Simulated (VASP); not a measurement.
# LiNbO (P-6m2) in VASP: further runs

Runs on LiNbO. Level: PBE. Tasks: single point, relaxation of cell and atoms.

All numbers are computed with VASP 6.6.1; they aren't measurements. Logs are shortened: lines on timing, memory, paths and dates and some standing lists are left out, and cuts for length are marked.

## (1) The cell of the first run

Symmetry: P-6m2, No. 187, hexagonal system. Conventional cell: a = 3.427 Å, b = 3.427 Å, c = 5.084 Å, α = 90.00°, β = 90.00°, γ = 120.00°. Within 4.2 Å of Li (site symmetry -6m2) lie 6 O at 3.22 Å and 6 Nb at 3.22 Å and 6 Li at 3.43 Å. Within 2.6 Å of Nb (site symmetry -6m2) lie 3 O at 1.98 Å. O (site symmetry -6m2) has 3 Nb at 1.98 Å within 2.6 Å.

The cell was generated, and may not be a known phase.

## (2) Single point, PBE

INCAR reads:

```
PREC = Accurate ; ENCUT = 520
EDIFF = 1E-6 ; ISMEAR = 0
SIGMA = 0.1 ; LREAL = F
LASPH = T ; NELM = 60
ALGO = Normal ; ISIF = 2
LWAVE = F ; LCHARG = F
GGA = PE ; NBANDS = 18
```

KPOINTS reads:

```
Automatic mesh
0
Gamma
  18 18 12
```

POSCAR reads:

```
LiNbO
1.0
    3.4272483959      0.0000000000      0.0000000000
   -1.7136241979      2.9680841759      0.0000000000
    0.0000000000      0.0000000000      5.0844278835
Li Nb O
1 1 1
Direct
    0.6666666667      0.3333333333      0.0000000000
    0.3333333333      0.6666666667      0.5000000000
    0.0000000000      0.0000000000      0.5000000000
```

Potentials or basis: VASP PAW PBE potentials, release 64 (Li_sv, Nb_sv, O).

Command:

```
$ cat potpaw_PBE.64/Li_sv/POTCAR potpaw_PBE.64/Nb_sv/POTCAR potpaw_PBE.64/O/POTCAR > POTCAR
$ mpirun -np 1 vasp_std > vasp.out
```

OUTCAR:

```text
PREC = Accurate
   ENCUT = 520
   EDIFF = 1E-6
   ISMEAR = 0
   LREAL = F
   LASPH = T
   NELM = 60
   ISIF = 2
   GGA = PE

 ion  position               nearest neighbor table
   1  0.667  0.333  0.000-
   2  0.333  0.667  0.500-   3 1.98   3 1.98   3 1.98
   3  0.000  0.000  0.500-   2 1.98   2 1.98   2 1.98

  LATTYP: Found a hexagonal cell.
 ALAT       =     3.4272483959
 C/A-ratio  =     1.4835306042

  Lattice vectors:

 A1 = (   3.4272483959,   0.0000000000,   0.0000000000)
 A2 = (  -1.7136241979,   2.9680841759,   0.0000000000)
 A3 = (   0.0000000000,   0.0000000000,   5.0844278835)

Analysis of symmetry for initial positions (statically):
=====================================================================
 Subroutine PRICEL returns:
 Original cell was already a primitive cell.

 Routine SETGRP: Setting up the symmetry group for a
 hexagonal supercell.

 Subroutine GETGRP returns: Found 12 space group operations
 (whereof 12 operations were pure point group operations)
 out of a pool of 24 trial point group operations.

The static configuration has the point symmetry D_3h.

Analysis of symmetry for dynamics (positions and initial velocities):
=====================================================================
 Subroutine PRICEL returns:
 Original cell was already a primitive cell.

 Routine SETGRP: Setting up the symmetry group for a
 hexagonal supercell.

 Subroutine GETGRP returns: Found 12 space group operations
 (whereof 12 operations were pure point group operations)
 out of a pool of 24 trial point group operations.

The dynamic configuration has the point symmetry D_3h.

 Subroutine INISYM returns: Found 12 space group operations
 (whereof 12 operations are pure point group operations),
 and found     1 'primitive' translations

----------------------------------------------------------------------------------------

                                     Primitive cell

  volume of cell :      51.7206

  direct lattice vectors                    reciprocal lattice vectors
     3.427248396  0.000000000  0.000000000     0.291779260  0.168458834  0.000000000
    -1.713624198  2.968084176  0.000000000     0.000000000  0.336917668  0.000000000
     0.000000000  0.000000000  5.084427884     0.000000000  0.000000000  0.196678962

  length of vectors
     3.427248396  3.427248396  5.084427884     0.336917668  0.336917668  0.196678962

  position of ions in fractional coordinates (direct lattice)
     0.666666667  0.333333333  0.000000000
     0.333333333  0.666666667  0.500000000
     0.000000000  0.000000000  0.500000000

  ion indices of the primitive-cell ions
   primitive index   ion index
                 1           1
                 2           2
                 3           3

----------------------------------------------------------------------------------------

 KPOINTS: Automatic mesh

Automatic generation of k-mesh.
 Grid dimensions read from file:
 generate k-points for:   18   18   12

 Generating k-lattice:

  Cartesian coordinates                     Fractional coordinates (reciprocal lattice)
     0.016209959  0.009358824  0.000000000     0.055555556  0.000000000  0.000000000
     0.000000000  0.018717648  0.000000000     0.000000000  0.055555556  0.000000000
     0.000000000  0.000000000  0.016389914     0.000000000  0.000000000  0.083333333

  Length of vectors
     0.018717648  0.018717648  0.016389914

  Shift w.r.t. Gamma in fractional coordinates (k-lattice)
     0.000000000  0.000000000  0.000000000

 Subroutine IBZKPT returns following result:
 ===========================================

 Found    259 irreducible k-points:

 Following reciprocal coordinates:
            Coordinates               Weight
  0.000000  0.000000  0.000000      1.000000
  0.055556  0.000000  0.000000      6.000000
  0.111111  0.000000  0.000000      6.000000
  0.166667  0.000000  0.000000      6.000000
  0.222222  0.000000  0.000000      6.000000
  0.277778  0.000000  0.000000      6.000000
[... 16 lines left out ...]
  0.333333  0.111111  0.000000     12.000000
  0.388889  0.111111  0.000000     12.000000
 [... further k-points ...]
   k-points           NKPTS =    259   k-points in BZ     NKDIM =    259   number of bands    NBANDS=     18
   number of dos      NEDOS =    301   number of ions     NIONS =      3
   total plane-waves  NPLWV =  31360
   dimension x,y,z NGX =    28 NGY =   28 NGZ =   40
   dimension x,y,z NGXF=    56 NGYF=   56 NGZF=   80
   ions per type =               1   1   1
   NGX,Y,Z   is equivalent  to a cutoff of  13.58, 13.58, 13.08 a.u.
   NGXF,Y,Z  is equivalent  to a cutoff of  27.16, 27.16, 26.16 a.u.
 SYSTEM =  unknown system
   PREC   = accura    normal or accurate (medium, high low for compatibility)
   ISTART =      0    job   : 0-new  1-cont  2-samecut
   ICHARG =      2    charge: 1-file 2-atom 10-const
   ISPIN  =      1    spin polarized calculation?
   LNONCOLLINEAR =      F non collinear calculations
   LSORBIT =      F    spin-orbit coupling
   LASPH  =      T    aspherical Exc in radial PAW
   ENCUT  =  520.0 eV  38.22 Ry    6.18 a.u.   6.37  6.37  9.45*2*pi/ulx,y,z
   NELM   =     60;   NELMIN=  2; NELMDL= -5     # of ELM steps
   EDIFF  = 0.1E-05   stopping-criterion for ELM
   LREAL  =      F    real-space projection
   EDIFFG = 0.1E-04   stopping-criterion for IOM
   NSW    =      0    number of steps for IOM
   IBRION =     -1    ionic relax: 0-MD 1-quasi-New 2-CG
   NFREE  =      0    steps in history (QN), initial steepest desc. (CG)
   ISIF   =      2    stress and relaxation
   ISYM   =      2    0-nonsym 1-usesym 2-fastsym
   POTIM  = 0.5000    time-step for ionic-motion
   TEBEG  =    0.0;   TEEND  =   0.0 temperature during run
   PSTRESS=    0.0 pullay stress
   NELECT =      22.0000    total number of electrons
   NUPDOWN=      -1.0000    fix difference up-down
   EMIN   =  10.00;   EMAX   =-10.00  energy-range for DOS
   EFERMI =   0.00;   METHOD = LEGACY
   ISMEAR =     0;   SIGMA  =   0.10  broadening in eV -4-tet -1-fermi 0-gaus
   EFERMI_NEDOS =   21; number of points for ismear=-14 and -15
   IALGO  =     38    algorithm
   IMIX   =      4    mixing-type and parameters
     AMIX     =   0.40;   BMIX     =  1.00
     AMIX_MAG =   1.60;   BMIX_MAG =  1.00
  volume/ion in A,a.u.               =      17.24       116.34
  Fermi-wavevector in a.u.,A,eV,Ry     =   1.231198  2.326626 20.624358  1.515848
  Thomas-Fermi vector in A             =   2.366017
   LORBIT       =      0    0 simple, 1 ext, 2 COOP (PROOUT), +10 PAW based schemes
   GGA     = PE    functional components
   LHFCALC =     F    Hartree Fock is set to
   AEXX    =    0.0000 exact exchange contribution
   IVDW    =     0    specifies the selected vdW correction
   LEPSILON=     F    determine dielectric tensor
   LRPA    =     F    only Hartree local field effects (RPA)
 non-spin polarized calculation
 Gauss-broadening in eV      SIGMA  =   0.10
  energy-cutoff  :      520.00
  volume of cell :       51.72
 maximum number of plane-waves:      1415
 NGX is ok and might be reduce to    28
   NGX = 13   NGY = 13   NGZ = 19

 number of electron      21.9999997 magnetization

 Free energy of the ion-electron system (eV)
  ---------------------------------------------------
  ext. energy  EPLUGINS =         0.00000000
  ---------------------------------------------------
  free energy    TOTEN  =       -19.50860001 eV

  energy without entropy =      -19.49873321  energy(sigma->0) =      -19.50366661

 E-fermi :   5.2087     XC(G=0):  -9.3942

 val. band max:        5.2078406383   @ k =   0.2778   0.0556   0.3333
 cond. band min:       5.2101833847   @ k =   0.5000   0.0000   0.4167
 fundamental gap:      0.0023427463
 Fermi energy:         5.2087312121

 k-point     1 :       0.0000    0.0000    0.0000
  band No.  band energies     occupation
      1     -50.7952      2.00000
      2     -41.2917      2.00000
      3     -26.8881      2.00000
      4     -26.8881      2.00000
      5     -26.6963      2.00000
      6     -15.9838      2.00000
[... 10 lines left out ...]
     17      10.5988      0.00000
     18      15.5269      0.00000

 k-point     2 :       0.0556    0.0000    0.0000
  band No.  band energies     occupation
      1     -50.7941      2.00000
      2     -41.2916      2.00000
      3     -26.9065      2.00000
      4     -26.8911      2.00000
      5     -26.6950      2.00000
      6     -15.9534      2.00000
[... 10 lines left out ...]
     17      10.7750      0.00000
     18      15.2246      0.00000

 k-point     3 :       0.1111    0.0000    0.0000
  band No.  band energies     occupation
      1     -50.7911      2.00000
      2     -41.2914      2.00000
      3     -26.9591      2.00000
      4     -26.8999      2.00000
      5     -26.6914      2.00000
      6     -15.8670      2.00000
[... 10 lines left out ...]
     17      10.9065      0.00000
     18      14.4669      0.00000

 k-point     4 :       0.1667    0.0000    0.0000
  band No.  band energies     occupation
      1     -50.7865      2.00000
      2     -41.2910      2.00000
      3     -27.0383      2.00000
      4     -26.9133      2.00000
      5     -26.6858      2.00000
      6     -15.7371      2.00000
[... 10 lines left out ...]
     17      11.0292      0.00000
     18      13.5787      0.00000

 k-point     5 :       0.2222    0.0000    0.0000
  band No.  band energies     occupation
      1     -50.7808      2.00000
      2     -41.2905      2.00000
      3     -27.1332      2.00000
      4     -26.9296      2.00000
      5     -26.6790      2.00000
      6     -15.5821      2.00000
[... 10 lines left out ...]
     17      11.1249      0.00000
     18      12.8297      0.00000

 k-point     6 :       0.2778    0.0000    0.0000
  band No.  band energies     occupation
      1     -50.7748      2.00000
      2     -41.2899      2.00000
      3     -27.2316      2.00000
      4     -26.9470      2.00000
      5     -26.6717      2.00000
      6     -15.4225      2.00000
[... 10 lines left out ...]
     17      11.0320      0.00000
     18      12.5499      0.00000

 k-point     7 :       0.3333    0.0000    0.0000
  band No.  band energies     occupation
      1     -50.7691      2.00000
      2     -41.2894      2.00000
      3     -27.3219      2.00000
      4     -26.9632      2.00000
      5     -26.6649      2.00000
      6     -15.2777      2.00000
[... 10 lines left out ...]
     17      10.7347      0.00000
     18      12.9233      0.00000

 k-point     8 :       0.3889    0.0000    0.0000
  band No.  band energies     occupation
      1     -50.7645      2.00000
      2     -41.2890      2.00000
      3     -27.3940      2.00000
      4     -26.9763      2.00000
      5     -26.6593      2.00000
      6     -15.1634      2.00000
[... 10 lines left out ...]
     17      10.5087      0.00000
     18      12.8836      0.00000
[... 229 lines left out ...]
     17      11.0872      0.00000
     18      13.3239      0.00000

 k-point    20 :       0.1667    0.1111    0.0000
  band No.  band energies     occupation
      1     -50.7786      2.00000
      2     -41.2903      2.00000
      3     -27.1604      2.00000
      4     -26.9457      2.00000
      5     -26.6763      2.00000
      6     -15.5211      2.00000
[... 10 lines left out ...]
     17      11.1709      0.00000
     18      12.6599      0.00000

 k-point    21 :       0.2222    0.1111    0.0000
  band No.  band energies     occupation
      1     -50.7729      2.00000
      2     -41.2898      2.00000
      3     -27.2471      2.00000
      4     -26.9675      2.00000
      5     -26.6695      2.00000
      6     -15.3709      2.00000
[... 10 lines left out ...]
     17      11.0793      0.00000
     18      12.2805      0.00000

 k-point    22 :       0.2778    0.1111    0.0000
  band No.  band energies     occupation
      1     -50.7676      2.00000
      2     -41.2893      2.00000
      3     -27.3267      2.00000
      4     -26.9881      2.00000
      5     -26.6631      2.00000
      6     -15.2338      2.00000
[... 10 lines left out ...]
     17      10.7908      0.00000
     18      12.1772      0.00000

 k-point    23 :       0.3333    0.1111    0.0000
  band No.  band energies     occupation
      1     -50.7632      2.00000
      2     -41.2889      2.00000
      3     -27.3904      2.00000
      4     -27.0048      2.00000
      5     -26.6578      2.00000
      6     -15.1250      2.00000
[... 10 lines left out ...]
     17      10.5552      0.00000
     18      12.0934      0.00000

 k-point    24 :       0.3889    0.1111    0.0000
  band No.  band energies     occupation
      1     -50.7604      2.00000
      2     -41.2886      2.00000
      3     -27.4314      2.00000
      4     -27.0157      2.00000
      5     -26.6544      2.00000
      6     -15.0554      2.00000
[... 10 lines left out ...]
     17      10.7468      0.00000
     18      12.0229      0.00000

 [... further k-points ...]
[... 5 lines left out ...]
  --------------------------------------------------------------------------------------
  -------------------------------------------------------------------------------------
  Total       -0.0915516     -0.0915516     -0.0429112     -0.0000000     -0.0000000     -0.0000000
  in kB       -2.8360416     -2.8360416     -1.3292836     -0.0000000     -0.0000000     -0.0000000
  external PRESSURE =      -2.3337889 kB  Pullay stress =       0.0000000 kB

 VOLUME and BASIS-vectors are now :
 -----------------------------------------------------------------------------
  energy-cutoff  :      520.00
  volume of cell :       51.72
      direct lattice vectors                 reciprocal lattice vectors
     3.427248396  0.000000000  0.000000000     0.291779260  0.168458834  0.000000000
    -1.713624198  2.968084176  0.000000000     0.000000000  0.336917668  0.000000000
     0.000000000  0.000000000  5.084427884     0.000000000  0.000000000  0.196678962

 POSITION                                       TOTAL-FORCE (eV/Angst)
 -----------------------------------------------------------------------------------
      1.71362      0.98936      0.00000        -0.000000      0.000000      0.000000
     -0.00000      1.97872      2.54221         0.000000      0.000000      0.000000
      0.00000      0.00000      2.54221        -0.000000     -0.000000      0.000000
 -----------------------------------------------------------------------------------
    total drift:                                0.000002     -0.000001     -0.000000

  FREE ENERGIE OF THE ION-ELECTRON SYSTEM (eV)
  ---------------------------------------------------
  free  energy   TOTEN  =       -19.5086000114 eV

  energy  without entropy=      -19.4987332070  energy(sigma->0) =      -19.50366661
```

It took 94 s on 1 thread of Intel Xeon 6975P-C (Granite Rapids), shared host; peak memory 0.37 GiB.

Results:

```yaml
Free_energy: -19.5086 eV
Band_gap_on_the_k_mesh: zero (bands 11 and 12 overlap by 1.76 eV)
```

Caveat: the cutoff is under 1.25 times the usual one of these potentials, so pressure, stress and relaxed cells hold a basis-set (Pulay) error.

(Continued in part 2 of 2.)
